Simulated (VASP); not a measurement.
Crystal: NaGeI3.

```
Na Ge I
1.0
     5.97761    0.00000    0.00000
     0.00000    5.97761    0.00000
     0.00000    0.00000    5.86384
Na Ge I
1 1 3
Cartesian
  0.0000 0.0000 0.0000
  2.9888 2.9888 2.9319
  2.9888 2.9888 0.0000
  2.9888 0.0000 2.9319
  0.0000 2.9888 2.9319
```

This cell differs from its parent crystal: epitaxial xy strain +1.5%.

Base run:

```yaml
Program: VASP 6.6.1
Functional: PBE
Potentials_or_basis: VASP PAW PBE potentials, release 64 (Na_pv, Ge_d, I)
Cutoff: 520 eV
k_mesh: 4 × 4 × 4
Occupations: fermi-dirac, width 0.02 eV
Spin: no spin polarisation
```

Its results: band gap on the k mesh 0.46 eV; pressure -0.1 GPa.

The run is repeated on the same cell with these changes: functional from PBE to r2SCAN; occupations from fermi-dirac, width 0.02 eV to gaussian, width 0.01 eV. What comes out?

Band gap on the k mesh 0.53 eV; pressure -0.5 GPa.

Caveats: spin-orbit coupling is left out, which moves the levels of the heavy elements; the PAW data sets were made with another functional, which shifts forces and pressure a little (at least some runs).

A k mesh can miss the band edges.
